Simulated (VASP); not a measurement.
## TiSi: single point with r2SCAN

Crystal: TiSi.

```
CELL_PARAMETERS angstrom
1.87066 -2.18115 0.00000
1.87066 2.18115 0.00000
0.00000 0.00000 3.80393
ATOMIC_POSITIONS crystal
Ti 0.50000 0.50000 0.00000
Si 0.00000 0.00000 0.50000
```

This cell differs from its parent crystal: strain +0.030 along x and y, +0.000 along z.

```yaml
Program: VASP 6.6.1
Task: single point
Functional: r2SCAN
Potentials_or_basis: VASP PAW PBE potentials, release 64 (Ti_sv, Si)
Cutoff: 520 eV
k_mesh: 18 × 18 × 12
Occupations: gaussian, width 0.15 eV
Spin: no spin polarisation
```

```
Pressure               : -8.0 GPa
Band gap on the k mesh : zero (band 8 reaches 10.20 eV, above the bottom of band 9 at 8.76 eV)
```

Stress tensor (GPa, compression positive):
```
-9.65  0.00  0.00
 0.00 -7.74  0.00
 0.00  0.00 -6.70
```

Levels at points of the mesh, in eV from the Fermi level:
| k point | band 6 | band 7 | band 8 | band 9 | band 10 | band 11 |
| --- | --- | --- | --- | --- | --- | --- |
| (0.00, 0.00, 0.00) | -2.27 | -1.57 | -1.19 | 1.63 | 2.39 | 2.92 |
| (0.50, 0.00, 0.00) | -6.46 | -2.68 | -0.83 | 1.72 | 2.33 | 4.00 |
| (0.50, 0.50, 0.00) | -3.98 | -1.80 | -1.15 | -0.57 | -0.20 | 2.96 |
| (0.00, 0.00, 0.50) | -6.67 | -0.86 | 0.44 | 0.87 | 1.68 | 3.03 |
| (0.50, 0.00, 0.50) | -4.90 | -2.97 | -1.77 | 1.60 | 1.81 | 1.96 |
| (0.50, 0.50, 0.50) | -3.78 | -3.51 | -3.50 | 2.25 | 2.36 | 2.77 |

Run time: 6.1 min on 1 thread of Intel(R) Xeon(R) 6975P-C (Granite Rapids) (shared host), peak memory 0.39 GiB.

Caveat: the cell differs from its parent crystal (strain +0.030 along x and y, +0.000 along z); the PAW data sets were made with another functional, which shifts forces and pressure a little.
